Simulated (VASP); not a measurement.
# AlN (nc) (Fm-3m) in VASP: a series of runs

The runs below take AlN (nc) through single point, with PBEsol.

All numbers are computed with VASP 6.6.1; they aren't measurements. Logs are shortened: lines on timing, memory, paths and dates and some standing lists are left out, and cuts for length are marked.

**1. The cell of the first run**

It takes space group Fm-3m (No. 225, cubic). Conventional cell: a = 4.123 Å, b = 4.123 Å, c = 4.123 Å, α = 90.00°, β = 90.00°, γ = 90.00°. Al (site symmetry m-3m) has 6 N at 2.06 Å within 2.7 Å. Within 2.7 Å of N (site symmetry m-3m) lie 6 Al at 2.06 Å.

**2. Single point, PBEsol (volume scaled by 1.06)**

Input file INCAR:

```
SYSTEM = AlN
  ALGO = Normal
  EDIFF = 1E-6
  ENCUT = 600
  GGA = PS
  GGA_COMPAT = .False.
  ISIF = 2
  ISMEAR = 0
  LASPH = .True.
  LCHARG = .True.
  LELF = .True.
  LREAL = .False.
  LVHAR = .True.
  LWAVE = .False.
  NBANDS = 11
  NELM = 120
  PREC = Accurate
  SIGMA = 0.02
```

Input file KPOINTS:

```
k-points
0
Gamma
  10 10 10
  0 0 0
```

Input file POSCAR:

```
AlN
1.0
    0.0000000000      2.0616544437      2.0616544437
    2.0616544437      0.0000000000      2.0616544437
    2.0616544437      2.0616544437      0.0000000000
Al N
1 1
Direct
    0.5000000000      0.5000000000      0.5000000000
    0.0000000000      0.0000000000      0.0000000000
```

Potentials or basis: VASP PAW PBE potentials, release 64 (Al, N).

On the command line:

```
> cat potpaw_PBE.64/Al/POTCAR potpaw_PBE.64/N/POTCAR > POTCAR
> mpirun -np 1 vasp_std > vasp.out
```

OUTCAR:

```text
SYSTEM = AlN
   EDIFF = 1E-6
   ENCUT = 600
   GGA = PS
   ISIF = 2
   ISMEAR = 0
   LASPH = .True.
   LREAL = .False.
   NELM = 120
   PREC = Accurate

 ion  position               nearest neighbor table
   1  0.500  0.500  0.500-   2 2.06   2 2.06   2 2.06   2 2.06   2 2.06   2 2.06
   2  0.000  0.000  0.000-   1 2.06   1 2.06   1 2.06   1 2.06   1 2.06   1 2.06

  LATTYP: Found a face centered cubic cell.
 ALAT       =     4.1233088874

  Lattice vectors:

 A1 = (   0.0000000000,   2.0616544437,   2.0616544437)
 A2 = (   2.0616544437,   0.0000000000,   2.0616544437)
 A3 = (   2.0616544437,   2.0616544437,   0.0000000000)

Analysis of symmetry for initial positions (statically):
=====================================================================
 Subroutine PRICEL returns:
 Original cell was already a primitive cell.

 Routine SETGRP: Setting up the symmetry group for a
 face centered cubic supercell.

 Subroutine GETGRP returns: Found 48 space group operations
 (whereof 48 operations were pure point group operations)
 out of a pool of 48 trial point group operations.

The static configuration has the point symmetry O_h .

Analysis of symmetry for dynamics (positions and initial velocities):
=====================================================================
 Subroutine PRICEL returns:
 Original cell was already a primitive cell.

 Routine SETGRP: Setting up the symmetry group for a
 face centered cubic supercell.

 Subroutine GETGRP returns: Found 48 space group operations
 (whereof 48 operations were pure point group operations)
 out of a pool of 48 trial point group operations.

The dynamic configuration has the point symmetry O_h .

 Subroutine INISYM returns: Found 48 space group operations
 (whereof 48 operations are pure point group operations),
 and found     1 'primitive' translations

----------------------------------------------------------------------------------------

                                     Primitive cell

  volume of cell :      17.5258

  direct lattice vectors                    reciprocal lattice vectors
     0.000000000  2.061654444  2.061654444    -0.242523669  0.242523669  0.242523669
     2.061654444  0.000000000  2.061654444     0.242523669 -0.242523669  0.242523669
     2.061654444  2.061654444  0.000000000     0.242523669  0.242523669 -0.242523669

  length of vectors
     2.915619675  2.915619675  2.915619675     0.420063317  0.420063317  0.420063317

  position of ions in fractional coordinates (direct lattice)
     0.500000000  0.500000000  0.500000000
     0.000000000  0.000000000  0.000000000

  ion indices of the primitive-cell ions
   primitive index   ion index
                 1           1
                 2           2

----------------------------------------------------------------------------------------

 KPOINTS: k-points

Automatic generation of k-mesh.
 Grid dimensions read from file:
 generate k-points for:   10   10   10

 Generating k-lattice:

  Cartesian coordinates                     Fractional coordinates (reciprocal lattice)
    -0.024252367  0.024252367  0.024252367     0.100000000  0.000000000  0.000000000
     0.024252367 -0.024252367  0.024252367     0.000000000  0.100000000  0.000000000
     0.024252367  0.024252367 -0.024252367     0.000000000  0.000000000  0.100000000

  Length of vectors
     0.042006332  0.042006332  0.042006332

  Shift w.r.t. Gamma in fractional coordinates (k-lattice)
     0.000000000  0.000000000  0.000000000

 Subroutine IBZKPT returns following result:
 ===========================================

 Found     47 irreducible k-points:

 Following reciprocal coordinates:
            Coordinates               Weight
  0.000000  0.000000  0.000000      1.000000
  0.100000  0.000000  0.000000      8.000000
  0.200000  0.000000  0.000000      8.000000
  0.300000  0.000000  0.000000      8.000000
  0.400000  0.000000  0.000000      8.000000
  0.500000  0.000000  0.000000      4.000000
[... 16 lines left out ...]
  0.300000  0.300000  0.000000      6.000000
  0.400000  0.300000  0.000000     24.000000
 [... further k-points ...]
   k-points           NKPTS =     47   k-points in BZ     NKDIM =     47   number of bands    NBANDS=     11
   number of dos      NEDOS =    301   number of ions     NIONS =      2
   total plane-waves  NPLWV =  13824
   dimension x,y,z NGX =    24 NGY =   24 NGZ =   24
   dimension x,y,z NGXF=    48 NGYF=   48 NGZF=   48
   ions per type =               1   1
   NGX,Y,Z   is equivalent  to a cutoff of  13.68, 13.68, 13.68 a.u.
   NGXF,Y,Z  is equivalent  to a cutoff of  27.37, 27.37, 27.37 a.u.
 SYSTEM =  AlN
   PREC   = accura    normal or accurate (medium, high low for compatibility)
   ISTART =      0    job   : 0-new  1-cont  2-samecut
   ICHARG =      2    charge: 1-file 2-atom 10-const
   ISPIN  =      1    spin polarized calculation?
   LNONCOLLINEAR =      F non collinear calculations
   LSORBIT =      F    spin-orbit coupling
   LASPH  =      T    aspherical Exc in radial PAW
   ENCUT  =  600.0 eV  44.10 Ry    6.64 a.u.   5.82  5.82  5.82*2*pi/ulx,y,z
   NELM   =    120;   NELMIN=  2; NELMDL= -5     # of ELM steps
   EDIFF  = 0.1E-05   stopping-criterion for ELM
   LREAL  =      F    real-space projection
   EDIFFG = 0.1E-04   stopping-criterion for IOM
   NSW    =      0    number of steps for IOM
   IBRION =     -1    ionic relax: 0-MD 1-quasi-New 2-CG
   NFREE  =      0    steps in history (QN), initial steepest desc. (CG)
   ISIF   =      2    stress and relaxation
   ISYM   =      2    0-nonsym 1-usesym 2-fastsym
   POTIM  = 0.5000    time-step for ionic-motion
   TEBEG  =    0.0;   TEEND  =   0.0 temperature during run
   PSTRESS=    0.0 pullay stress
   NELECT =       8.0000    total number of electrons
   NUPDOWN=      -1.0000    fix difference up-down
   EMIN   =  10.00;   EMAX   =-10.00  energy-range for DOS
   EFERMI =   0.00;   METHOD = LEGACY
   ISMEAR =     0;   SIGMA  =   0.02  broadening in eV -4-tet -1-fermi 0-gaus
   EFERMI_NEDOS =   21; number of points for ismear=-14 and -15
   IALGO  =     38    algorithm
   IMIX   =      4    mixing-type and parameters
     AMIX     =   0.40;   BMIX     =  1.00
     AMIX_MAG =   1.60;   BMIX_MAG =  1.00
  volume/ion in A,a.u.               =       8.76        59.13
  Fermi-wavevector in a.u.,A,eV,Ry     =   1.260508  2.382015 21.618032  1.588881
  Thomas-Fermi vector in A             =   2.394014
   LORBIT       =      0    0 simple, 1 ext, 2 COOP (PROOUT), +10 PAW based schemes
   GGA     = PS    functional components
   LHFCALC =     F    Hartree Fock is set to
   AEXX    =    0.0000 exact exchange contribution
   IVDW    =     0    specifies the selected vdW correction
   LEPSILON=     F    determine dielectric tensor
   LRPA    =     F    only Hartree local field effects (RPA)
 non-spin polarized calculation
 Gauss-broadening in eV      SIGMA  =   0.02
  energy-cutoff  :      600.00
  volume of cell :       17.53
 maximum number of plane-waves:       598
   NGX = 11   NGY = 11   NGZ = 11

 number of electron       8.0000001 magnetization

 Free energy of the ion-electron system (eV)
  ---------------------------------------------------
  ext. energy  EPLUGINS =         0.00000000
  ---------------------------------------------------
  free energy    TOTEN  =       -15.40795929 eV

  energy without entropy =      -15.40795929  energy(sigma->0) =      -15.40795929

 E-fermi :   9.3095     XC(G=0): -12.1784

 val. band max:        9.1420885300   @ k =   0.0000   0.0000   0.0000
 cond. band min:      13.1510729650   @ k =   0.5000   0.5000   0.0000
 fundamental gap:      4.0089844350
 Fermi energy:         9.3095402064

 k-point     1 :       0.0000    0.0000    0.0000
  band No.  band energies     occupation
      1      -7.8848      2.00000
      2       9.1421      2.00000
      3       9.1421      2.00000
      4       9.1421      2.00000
      5      13.9922      0.00000
      6      20.9810      0.00000
      7      20.9810      0.00000
      8      20.9810      0.00000
      9      25.9026      0.00000
     10      26.4036      0.00000
     11      26.4036      0.00000

 k-point     2 :       0.1000    0.0000    0.0000
  band No.  band energies     occupation
      1      -7.6897      2.00000
      2       8.1192      2.00000
      3       9.0305      2.00000
      4       9.0305      2.00000
      5      14.6565      0.00000
      6      20.0702      0.00000
      7      21.2503      0.00000
      8      21.2503      0.00000
      9      24.6662      0.00000
     10      24.6662      0.00000
     11      26.4677      0.00000

 k-point     3 :       0.2000    0.0000    0.0000
  band No.  band energies     occupation
      1      -7.1229      2.00000
      2       6.0352      2.00000
      3       8.7593      2.00000
      4       8.7593      2.00000
      5      15.4105      0.00000
      6      19.4510      0.00000
      7      21.3046      0.00000
      8      21.3046      0.00000
      9      24.1626      0.00000
     10      24.1626      0.00000
     11      25.7674      0.00000

 k-point     4 :       0.3000    0.0000    0.0000
  band No.  band energies     occupation
      1      -6.2574      2.00000
      2       3.8042      2.00000
      3       8.4583      2.00000
      4       8.4583      2.00000
      5      15.2899      0.00000
      6      20.1822      0.00000
      7      20.4985      0.00000
      8      20.4985      0.00000
      9      25.0049      0.00000
     10      25.6468      0.00000
     11      25.6468      0.00000

 k-point     5 :       0.4000    0.0000    0.0000
  band No.  band energies     occupation
      1      -5.3037      2.00000
      2       1.9461      2.00000
      3       8.2368      2.00000
      4       8.2368      2.00000
      5      14.9544      0.00000
      6      19.8223      0.00000
      7      19.8223      0.00000
      8      21.1575      0.00000
      9      24.5671      0.00000
     10      27.7699      0.00000
     11      27.7699      0.00000
[... 211 lines left out ...]
 k-point    21 :      -0.3000    0.2000    0.0000
  band No.  band energies     occupation
      1      -5.1031      2.00000
      2       2.9781      2.00000
      3       5.6471      2.00000
      4       8.1067      2.00000
      5      16.8485      0.00000
      6      18.4428      0.00000
      7      19.9480      0.00000
      8      20.8147      0.00000
      9      25.6350      0.00000
     10      27.5763      0.00000
     11      28.9447      0.00000

 k-point    22 :      -0.2000    0.2000    0.0000
  band No.  band energies     occupation
      1      -5.9776      2.00000
      2       4.3031      2.00000
      3       6.3493      2.00000
      4       8.5268      2.00000
      5      17.1482      0.00000
      6      18.7772      0.00000
      7      19.2723      0.00000
      8      21.0148      0.00000
      9      23.7370      0.00000
     10      27.5295      0.00000
     11      28.6131      0.00000

 k-point    23 :       0.3000    0.3000    0.0000
  band No.  band energies     occupation
      1      -5.7472      2.00000
      2       4.4637      2.00000
      3       7.2148      2.00000
      4       7.2148      2.00000
      5      15.3646      0.00000
      6      15.7227      0.00000
      7      20.1672      0.00000
      8      23.9945      0.00000
      9      23.9945      0.00000
     10      29.0467      0.00000
     11      32.2436      0.00000

 k-point    24 :       0.4000    0.3000    0.0000
  band No.  band energies     occupation
      1      -5.0367      2.00000
      2       3.4907      2.00000
      3       6.4729      2.00000
      4       6.9698      2.00000
      5      14.7697      0.00000
      6      15.8164      0.00000
      7      20.6240      0.00000
      8      23.9382      0.00000
      9      24.6293      0.00000
     10      30.2307      0.00000
     11      32.9223      0.00000

 [... further k-points ...]
[... 5 lines left out ...]
  --------------------------------------------------------------------------------------
  -------------------------------------------------------------------------------------
  Total       -1.4989213     -1.4989213     -1.4989213     -0.0000000      0.0000000     -0.0000000
  in kB     -137.0287853   -137.0287853   -137.0287853     -0.0000000      0.0000000     -0.0000000
  external PRESSURE =    -137.0287853 kB  Pullay stress =       0.0000000 kB

 VOLUME and BASIS-vectors are now :
 -----------------------------------------------------------------------------
  energy-cutoff  :      600.00
  volume of cell :       17.53
      direct lattice vectors                 reciprocal lattice vectors
     0.000000000  2.061654444  2.061654444    -0.242523669  0.242523669  0.242523669
     2.061654444  0.000000000  2.061654444     0.242523669 -0.242523669  0.242523669
     2.061654444  2.061654444  0.000000000     0.242523669  0.242523669 -0.242523669

 POSITION                                       TOTAL-FORCE (eV/Angst)
 -----------------------------------------------------------------------------------
      2.06165      2.06165      2.06165        -0.000000     -0.000000      0.000000
      0.00000      0.00000      0.00000         0.000000      0.000000     -0.000000
 -----------------------------------------------------------------------------------
    total drift:                                0.000000     -0.000000     -0.000000

  FREE ENERGIE OF THE ION-ELECTRON SYSTEM (eV)
  ---------------------------------------------------
  free  energy   TOTEN  =       -15.4079592918 eV

  energy  without entropy=      -15.4079592918  energy(sigma->0) =      -15.40795929
```

It took 13 s on 1 thread of Intel Xeon 8259CL, shared host; peak memory 0.14 GiB.

What came out:

- Free energy: -15.4080 eV
- Pressure: -13.7 GPa
- Band gap on the k mesh: 4.01 eV, indirect (least direct gap 4.85 eV)

Caveat: the PAW data sets were made with another functional, which shifts forces and pressure a little. A k mesh can miss the band edges.

**3. Single point, PBEsol (volume scaled by 1.09)**

Input file INCAR:

```
SYSTEM = AlN
ALGO = Normal
EDIFF = 1E-6
ENCUT = 600
GGA = PS
GGA_COMPAT = .False.
ISIF = 2
ISMEAR = 0
LASPH = .True.
LCHARG = .False.
LREAL = .False.
LWAVE = .False.
NBANDS = 11
NELM = 120
PREC = Accurate
SIGMA = 0.02
```

KPOINTS is that of step 2.

Input file POSCAR:

```
AlN
1.0
    0.0000000000      2.0809233591      2.0809233591
    2.0809233591      0.0000000000      2.0809233591
    2.0809233591      2.0809233591      0.0000000000
Al N
1 1
Direct
    0.5000000000      0.5000000000      0.5000000000
    0.0000000000      0.0000000000      0.0000000000
```

Potentials or basis: VASP PAW PBE potentials, release 64 (Al, N).

On the command line:

```
> cat potpaw_PBE.64/Al/POTCAR potpaw_PBE.64/N/POTCAR > POTCAR
> mpirun -np 1 vasp_std > vasp.out
```

It took 12 s on 1 thread of Intel Xeon 8259CL, shared host; peak memory 0.14 GiB.

The run converged. Its results:

```yaml
Free_energy: -15.3578 eV
Pressure: -19.2 GPa
Band_gap_on_the_k_mesh: 3.76 eV, indirect (least direct gap 4.48 eV)
```

Levels at points of the mesh, in eV from the valence-band top:
```tsv
k point	band 2	band 3	band 4	band 5	band 6	band 7
(0.00, 0.00, 0.00)	0.00	0.00	0.00	4.48	11.75	11.75
(0.50, 0.00, 0.00)	-7.83	-0.94	-0.94	5.51	10.23	10.23
(0.50, 0.50, 0.00)	-6.88	-2.60	-2.60	3.76	5.27	12.94
```

Caveat: the PAW data sets were made with another functional, which shifts forces and pressure a little. A k mesh can miss the band edges.
